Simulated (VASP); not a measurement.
# CuRu (Pm-3m) in VASP: a series of runs

CuRu is run at these levels: r2SCAN; tasks: relaxation of cell and atoms.

All numbers are computed with VASP 6.6.1; they aren't measurements. Logs are shortened: lines on timing, memory, paths and dates and some standing lists are left out, and cuts for length are marked.

### Step 1. The cell of the first run

It takes space group Pm-3m (No. 221, cubic). Conventional cell: a = 2.931 Å, b = 2.931 Å, c = 2.931 Å, α = 90.00°, β = 90.00°, γ = 90.00°. Cu (site symmetry m-3m) has 8 Ru at 2.54 Å and 6 Cu at 2.93 Å within 3.4 Å. Ru (site symmetry m-3m) has 8 Cu at 2.54 Å and 6 Ru at 2.93 Å within 3.4 Å.

### Step 2. Relaxation of cell and atoms, r2SCAN

POSCAR

```
CuRu
1.0
    2.9312613211      0.0000000000      0.0000000000
    0.0000000000      2.9312613211      0.0000000000
    0.0000000000      0.0000000000      2.9312613211
Cu Ru
1 1
Direct
    0.0000000000      0.0000000000      0.0000000000
    0.5000000000      0.5000000000      0.5000000000
```

INCAR.step1

```
ALGO     = Normal         # electronic algorithm
EDIFF    = 1E-4           # SCF threshold, eV
ENCUT    = 600            # plane-wave cutoff, eV
GGA      = PE             # functional
ISMEAR   = 0              # smearing method
LASPH    = True           # aspherical terms in the spheres
LCHARG   = False          # write CHGCAR
LREAL    = False          # projectors in reciprocal space
LWAVE    = True           # write WAVECAR
NELM     = 60             # most SCF steps
PREC     = Accurate       # precision mode
SIGMA    = 0.1            # smearing width, eV
```

INCAR.step2

```
ALGO     = Normal         # electronic algorithm
EDIFF    = 1E-7           # SCF threshold, eV
EDIFFG   = -0.01          # ionic threshold
ENCUT    = 600            # plane-wave cutoff, eV
IBRION   = 2              # ionic algorithm
ISIF     = 3              # what is computed and relaxed
ISMEAR   = 0              # smearing method
ISTART   = 1            
LASPH    = True           # aspherical terms in the spheres
LCHARG   = False          # write CHGCAR
LMIXTAU  = True         
LREAL    = False          # projectors in reciprocal space
LWAVE    = False          # write WAVECAR
METAGGA  = R2SCAN         # meta-GGA
NELM     = 60             # most SCF steps
NSW      = 100            # ionic steps
PREC     = Accurate       # precision mode
SIGMA    = 0.1            # smearing width, eV
```

KPOINTS

```
k-points
0
Gamma
  18 18 18
```

Potentials or basis: VASP PAW PBE potentials, release 64 (Cu, Ru_pv).

Launch:

```bash
$ cat potpaw_PBE.64/Cu/POTCAR potpaw_PBE.64/Ru_pv/POTCAR > POTCAR
$ cp INCAR.step1 INCAR
$ mpirun -np 1 vasp_std > vasp.out
$ cp INCAR.step2 INCAR
$ mpirun -np 1 vasp_std > vasp.out
```

OUTCAR:

```text
EDIFF = 1E-7
   EDIFFG = -0.01
   ENCUT = 600
   IBRION = 2
   ISIF = 3
   ISMEAR = 0
   ISTART = 1
   LASPH = True
   LREAL = False
   METAGGA = R2SCAN
   NELM = 60
   NSW = 100
   PREC = Accurate

 ion  position               nearest neighbor table
   1  0.000  0.000  0.000-   2 2.54   2 2.54   2 2.54   2 2.54   2 2.54   2 2.54   2 2.54   2 2.54

   2  0.500  0.500  0.500-   1 2.54   1 2.54   1 2.54   1 2.54   1 2.54   1 2.54   1 2.54   1 2.54

  LATTYP: Found a simple cubic cell.
 ALAT       =     2.9312613211

  Lattice vectors:

 A1 = (   2.9312613211,   0.0000000000,   0.0000000000)
 A2 = (   0.0000000000,   2.9312613211,   0.0000000000)
 A3 = (   0.0000000000,   0.0000000000,   2.9312613211)

Analysis of symmetry for initial positions (statically):
=====================================================================
 Subroutine PRICEL returns:
 Original cell was already a primitive cell.

 Routine SETGRP: Setting up the symmetry group for a
 simple cubic supercell.

 Subroutine GETGRP returns: Found 48 space group operations
 (whereof 48 operations were pure point group operations)
 out of a pool of 48 trial point group operations.

The static configuration has the point symmetry O_h .

Analysis of symmetry for dynamics (positions and initial velocities):
=====================================================================
 Subroutine PRICEL returns:
 Original cell was already a primitive cell.

 Routine SETGRP: Setting up the symmetry group for a
 simple cubic supercell.

 Subroutine GETGRP returns: Found 48 space group operations
 (whereof 48 operations were pure point group operations)
 out of a pool of 48 trial point group operations.

The dynamic configuration has the point symmetry O_h .

 Subroutine INISYM returns: Found 48 space group operations
 (whereof 48 operations are pure point group operations),
 and found     1 'primitive' translations

----------------------------------------------------------------------------------------

                                     Primitive cell

  volume of cell :      25.1863

  direct lattice vectors                    reciprocal lattice vectors
     2.931261321  0.000000000  0.000000000     0.341150068  0.000000000  0.000000000
     0.000000000  2.931261321  0.000000000     0.000000000  0.341150068  0.000000000
     0.000000000  0.000000000  2.931261321     0.000000000  0.000000000  0.341150068

  length of vectors
     2.931261321  2.931261321  2.931261321     0.341150068  0.341150068  0.341150068

  position of ions in fractional coordinates (direct lattice)
     0.000000000  0.000000000  0.000000000
     0.500000000  0.500000000  0.500000000

  ion indices of the primitive-cell ions
   primitive index   ion index
                 1           1
                 2           2

----------------------------------------------------------------------------------------

 KPOINTS: k-points

Automatic generation of k-mesh.
 Grid dimensions read from file:
 generate k-points for:   18   18   18

 Generating k-lattice:

  Cartesian coordinates                     Fractional coordinates (reciprocal lattice)
     0.018952782  0.000000000  0.000000000     0.055555556  0.000000000  0.000000000
     0.000000000  0.018952782  0.000000000     0.000000000  0.055555556  0.000000000
     0.000000000  0.000000000  0.018952782     0.000000000  0.000000000  0.055555556

  Length of vectors
     0.018952782  0.018952782  0.018952782

  Shift w.r.t. Gamma in fractional coordinates (k-lattice)
     0.000000000  0.000000000  0.000000000

 Subroutine IBZKPT returns following result:
 ===========================================

 Found    220 irreducible k-points:

 Following reciprocal coordinates:
            Coordinates               Weight
  0.000000  0.000000  0.000000      1.000000
  0.055556  0.000000  0.000000      6.000000
  0.111111  0.000000  0.000000      6.000000
  0.166667  0.000000  0.000000      6.000000
  0.222222  0.000000  0.000000      6.000000
  0.277778  0.000000  0.000000      6.000000
[... 16 lines left out ...]
  0.277778  0.111111  0.000000     24.000000
  0.333333  0.111111  0.000000     24.000000
 [... further k-points ...]
   k-points           NKPTS =    220   k-points in BZ     NKDIM =    220   number of bands    NBANDS=     16
   number of dos      NEDOS =    301   number of ions     NIONS =      2
   total plane-waves  NPLWV =  13824
   dimension x,y,z NGX =    24 NGY =   24 NGZ =   24
   dimension x,y,z NGXF=    48 NGYF=   48 NGZF=   48
   ions per type =               1   1
   NGX,Y,Z   is equivalent  to a cutoff of  13.61, 13.61, 13.61 a.u.
   NGXF,Y,Z  is equivalent  to a cutoff of  27.22, 27.22, 27.22 a.u.
 SYSTEM =  unknown system
   PREC   = accura    normal or accurate (medium, high low for compatibility)
   ISTART =      1    job   : 0-new  1-cont  2-samecut
   ICHARG =      0    charge: 1-file 2-atom 10-const
   ISPIN  =      1    spin polarized calculation?
   LNONCOLLINEAR =      F non collinear calculations
   LSORBIT =      F    spin-orbit coupling
   LASPH  =      T    aspherical Exc in radial PAW
   ENCUT  =  600.0 eV  44.10 Ry    6.64 a.u.   5.85  5.85  5.85*2*pi/ulx,y,z
   NELM   =     60;   NELMIN=  2; NELMDL=  0     # of ELM steps
   EDIFF  = 0.1E-06   stopping-criterion for ELM
   LREAL  =      F    real-space projection
   EDIFFG = -.1E-01   stopping-criterion for IOM
   NSW    =    100    number of steps for IOM
   IBRION =      2    ionic relax: 0-MD 1-quasi-New 2-CG
   NFREE  =      1    steps in history (QN), initial steepest desc. (CG)
   ISIF   =      3    stress and relaxation
   ISYM   =      2    0-nonsym 1-usesym 2-fastsym
   POTIM  = 0.5000    time-step for ionic-motion
   TEBEG  =    0.0;   TEEND  =   0.0 temperature during run
   PSTRESS=    0.0 pullay stress
   NELECT =      25.0000    total number of electrons
   NUPDOWN=      -1.0000    fix difference up-down
   EMIN   =  10.00;   EMAX   =-10.00  energy-range for DOS
   EFERMI =   0.00;   METHOD = LEGACY
   ISMEAR =     0;   SIGMA  =   0.10  broadening in eV -4-tet -1-fermi 0-gaus
   EFERMI_NEDOS =   21; number of points for ismear=-14 and -15
   IALGO  =     38    algorithm
   IMIX   =      4    mixing-type and parameters
     AMIX     =   0.40;   BMIX     =  1.00
     AMIX_MAG =   1.60;   BMIX_MAG =  1.00
  volume/ion in A,a.u.               =      12.59        84.98
  Fermi-wavevector in a.u.,A,eV,Ry     =   1.633053  3.086023 36.284864  2.666862
  Thomas-Fermi vector in A             =   2.724922
   LORBIT       =      0    0 simple, 1 ext, 2 COOP (PROOUT), +10 PAW based schemes
   METAGGA = R2SCAN    functional components
   LHFCALC =     F    Hartree Fock is set to
   AEXX    =    0.0000 exact exchange contribution
   IVDW    =     0    specifies the selected vdW correction
   LEPSILON=     F    determine dielectric tensor
   LRPA    =     F    only Hartree local field effects (RPA)
 conjugate gradient relaxation of ions
 non-spin polarized calculation
 Gauss-broadening in eV      SIGMA  =   0.10
  energy-cutoff  :      600.00
  volume of cell :       25.19
 maximum number of plane-waves:       866
 NGX is ok and might be reduce to    24
   NGX = 11   NGY = 11   NGZ = 11

--------------------------------------- Ionic step        1  -------------------------------------------

 number of electron      25.0000002 magnetization

 Free energy of the ion-electron system (eV)
  ---------------------------------------------------
  ext. energy  EPLUGINS =         0.00000000
  ---------------------------------------------------
  free energy    TOTEN  =       -35.35011180 eV

  energy without entropy =      -35.33996342  energy(sigma->0) =      -35.34503761

------------------------ aborting loop because EDIFF is reached ----------------------------------------

  FORCE on cell =-STRESS in cart. coord.  units (eV):
  Direction    XX          YY          ZZ          XY          YZ          ZX
  --------------------------------------------------------------------------------------
  -------------------------------------------------------------------------------------
  Total       -0.0349148     -0.0349148     -0.0349148      0.0000000     -0.0000000      0.0000000
  in kB       -2.2210400     -2.2210400     -2.2210400      0.0000000     -0.0000000      0.0000000
  external PRESSURE =      -2.2210400 kB  Pullay stress =       0.0000000 kB

 VOLUME and BASIS-vectors are now :
 -----------------------------------------------------------------------------
  energy-cutoff  :      600.00
  volume of cell :       25.19
      direct lattice vectors                 reciprocal lattice vectors
     2.931261321  0.000000000  0.000000000     0.341150068  0.000000000  0.000000000
     0.000000000  2.931261321  0.000000000     0.000000000  0.341150068  0.000000000
     0.000000000  0.000000000  2.931261321     0.000000000  0.000000000  0.341150068
[... 37 lines left out ...]
 POSITION                                       TOTAL-FORCE (eV/Angst)
 -----------------------------------------------------------------------------------
      0.00000      0.00000      0.00000         0.000000      0.000000      0.000000
      1.46440      1.46440      1.46440        -0.000000     -0.000000      0.000000
 -----------------------------------------------------------------------------------
    total drift:                                0.000000      0.000000     -0.000000

  FREE ENERGIE OF THE ION-ELECTRON SYSTEM (eV)
  ---------------------------------------------------
  free  energy   TOTEN  =       -35.3500780908 eV

  energy  without entropy=      -35.3399978731  energy(sigma->0) =      -35.34503798

--------------------------------------- Ionic step        3  -------------------------------------------

 number of electron      25.0000001 magnetization

 Free energy of the ion-electron system (eV)
  ---------------------------------------------------
  ext. energy  EPLUGINS =         0.00000000
  ---------------------------------------------------
  free energy    TOTEN  =       -35.35012745 eV

  energy without entropy =      -35.34000315  energy(sigma->0) =      -35.34506530

 E-fermi :  10.2238     XC(G=0): -14.7413

 val. band max:       10.2205368414   @ k =   0.4444   0.3889   0.0000
 cond. band min:      10.2283515270   @ k =   0.3889   0.2222   0.1111
 fundamental gap:      0.0078146856
 Fermi energy:        10.2238080204

 k-point     1 :       0.0000    0.0000    0.0000
  band No.  band energies     occupation
      1     -33.6624      2.00000
      2     -33.6624      2.00000
      3     -33.6624      2.00000
      4       1.2195      2.00000
      5       4.5121      2.00000
      6       4.5121      2.00000
[... 8 lines left out ...]
     15      19.4411      0.00000
     16      19.4411      0.00000
[... 419 lines left out ...]
 k-point    24 :       0.3333    0.1111    0.0000
  band No.  band energies     occupation
      1     -33.8601      2.00000
      2     -33.6772      2.00000
      3     -33.6440      2.00000
      4       3.5526      2.00000
      5       5.3793      2.00000
      6       5.6251      2.00000
[... 8 lines left out ...]
     15      14.2099      0.00000
     16      19.1588      0.00000

 [... further k-points ...]

------------------------ aborting loop because EDIFF is reached ----------------------------------------

  FORCE on cell =-STRESS in cart. coord.  units (eV):
  Direction    XX          YY          ZZ          XY          YZ          ZX
  --------------------------------------------------------------------------------------
  -------------------------------------------------------------------------------------
  Total       -0.0016560     -0.0016560     -0.0016560      0.0000000      0.0000000      0.0000000
  in kB       -0.1054351     -0.1054351     -0.1054351      0.0000000      0.0000000      0.0000000
  external PRESSURE =      -0.1054351 kB  Pullay stress =       0.0000000 kB

 VOLUME and BASIS-vectors are now :
 -----------------------------------------------------------------------------
  energy-cutoff  :      600.00
  volume of cell :       25.16
      direct lattice vectors                 reciprocal lattice vectors
     2.930392829  0.000000000  0.000000000     0.341251176 -0.000000000  0.000000000
     0.000000000  2.930392829  0.000000000     0.000000000  0.341251176  0.000000000
    -0.000000000 -0.000000000  2.930392829     0.000000000 -0.000000000  0.341251176

 POSITION                                       TOTAL-FORCE (eV/Angst)
 -----------------------------------------------------------------------------------
      0.00000      0.00000      0.00000         0.000000      0.000000      0.000000
      1.46520      1.46520      1.46520        -0.000000     -0.000000      0.000000
 -----------------------------------------------------------------------------------
    total drift:                                0.000000      0.000000     -0.000000

  FREE ENERGIE OF THE ION-ELECTRON SYSTEM (eV)
  ---------------------------------------------------
  free  energy   TOTEN  =       -35.3501274455 eV

  energy  without entropy=      -35.3400031482  energy(sigma->0) =      -35.34506530

 reached required accuracy - stopping structural energy minimisation
```

Run time: 3.8 min. Hardware: 1 thread of Intel Xeon 6975P-C (Granite Rapids), shared host; peak memory 0.25 GiB.

Results:

- Free energy: -35.3501 eV
- Relaxed volume: 12.58 Å³/atom
- Relaxed cell: a = 2.930 Å, b = 2.930 Å, c = 2.930 Å, α = 90.00°, β = 90.00°, γ = 90.00°
- Space group after relaxing (to 0.1 Å): Pm-3m (No. 221)
- Energy gained by relaxing: 0.0 meV/atom
- Ionic steps: 3
- Pressure after relaxing: 0.0 GPa
- Band gap on the k mesh: zero (an odd number of electrons rules out a gap without spin polarisation)

Final structure:
```xyz
2
Lattice="2.9304 0.0000 0.0000 0.0000 2.9304 0.0000 0.0000 0.0000 2.9304" Properties=species:S:1:pos:R:3 pbc="T T T"
Cu    0.0000    0.0000    0.0000
Ru    1.4652    1.4652    1.4652
```

Caveat: the PAW data sets were made with another functional, which shifts forces and pressure a little.

### Step 3. Relaxation of cell and atoms, r2SCAN

This run uses another cell than the first one, of 13.22 Å³/atom.

POSCAR

```
CuRu
1.0
    2.9790144876      0.0000000000      0.0000000000
    0.0000000000      2.9790144876      0.0000000000
    0.0000000000      0.0000000000      2.9790144876
Cu Ru
1 1
Direct
    0.0000000000      0.0000000000      0.0000000000
    0.5000000000      0.5000000000      0.5000000000
```

INCAR.step1

```
SYSTEM = CuRu
PREC = Accurate
ENCUT = 900
ISMEAR = 0
SIGMA = 0.1
LREAL = .FALSE.
LASPH = .TRUE.
NELM = 120
GGA = PE
ALGO = Normal
EDIFF = 1E-5
LWAVE = .TRUE.
LCHARG = .FALSE.
GGA_COMPAT = .FALSE.
IBRION = 2
ISIF = 3
EDIFFG = -0.005
NELMIN = 4
NSW = 100
```

INCAR.step2

```
SYSTEM = CuRu
PREC = Accurate
ENCUT = 900
EDIFF = 1E-7
ISMEAR = 0
SIGMA = 0.1
LREAL = .FALSE.
LASPH = .TRUE.
NELM = 120
ALGO = Normal
ISIF = 3
LWAVE = .FALSE.
LCHARG = .FALSE.
METAGGA = R2SCAN
LMIXTAU = .TRUE.
IBRION = 2
NSW = 90
EDIFFG = -0.04
ISTART = 1
GGA_COMPAT = .FALSE.
NELMIN = 4
```

KPOINTS

```
regular mesh
0
G
  6 6 6
  0 0 0
```

Potentials or basis: VASP PAW PBE potentials, release 64 (Cu_sv_GW, Ru_sv).

Launch:

```bash
$ cat potpaw_PBE.64/Cu_sv_GW/POTCAR potpaw_PBE.64/Ru_sv/POTCAR > POTCAR
$ cp INCAR.step1 INCAR
$ mpirun -np 1 vasp_std > vasp.out
$ cp INCAR.step2 INCAR
$ mpirun -np 1 vasp_std > vasp.out
```

Wall time 14 min (1 thread of Intel Xeon Platinum 8259CL at 2.50GHz (Skylake/Cascade Lake), shared host); peak memory 0.2 GiB.

The run converged. Its results:

- Free energy: -35.4506 eV
- Relaxed volume: 12.57 Å³/atom
- Relaxed cell: a = 2.929 Å, b = 2.929 Å, c = 2.929 Å, α = 90.00°, β = 90.00°, γ = 90.00°
- Space group after relaxing (to 0.1 Å): Pm-3m (No. 221)
- Energy gained by relaxing: 24.0 meV/atom
- Ionic steps: 3
- Pressure after relaxing: 0.1 GPa
- Band gap on the k mesh: zero (an odd number of electrons rules out a gap without spin polarisation)

The path:
```csv
step,energy change (eV),largest force (eV/Å),pressure (GPa),volume (Å³)
1,0.0000,0.0000,-10.84,26.44
2,0.0859,0.0000,23.91,23.16
3,-0.0481,0.0000,0.07,25.13
```

Final structure:
```
Cu Ru
1.0
     2.92923    0.00000    0.00000
     0.00000    2.92923    0.00000
     0.00000    0.00000    2.92923
Cu Ru
1 1
Direct
  0.00000 0.00000 0.00000
  0.50000 0.50000 0.50000
```

Levels at points of the mesh, in eV from the Fermi level:
| k point | band 14 | band 15 | band 16 | band 17 | band 18 | band 19 | band 20 | band 21 |
| --- | --- | --- | --- | --- | --- | --- | --- | --- |
| (0.00, 0.00, 0.00) | -3.41 | -1.60 | -1.60 | 0.65 | 0.65 | 0.65 | 9.14 | 9.14 |
| (0.50, 0.00, 0.00) | -3.28 | -2.92 | -1.77 | -1.77 | -1.66 | 0.08 | 2.63 | 14.04 |
| (0.50, 0.50, 0.00) | -2.31 | -1.11 | 0.39 | 0.39 | 0.39 | 0.39 | 1.25 | 8.55 |
| (0.50, 0.50, 0.50) | -3.89 | -2.58 | -2.58 | 1.34 | 1.34 | 6.08 | 8.35 | 8.35 |

Caveat: the PAW data sets were made with another functional, which shifts forces and pressure a little.

The gap in the log of VASP goes by the Fermi energy; the results here count the filled bands.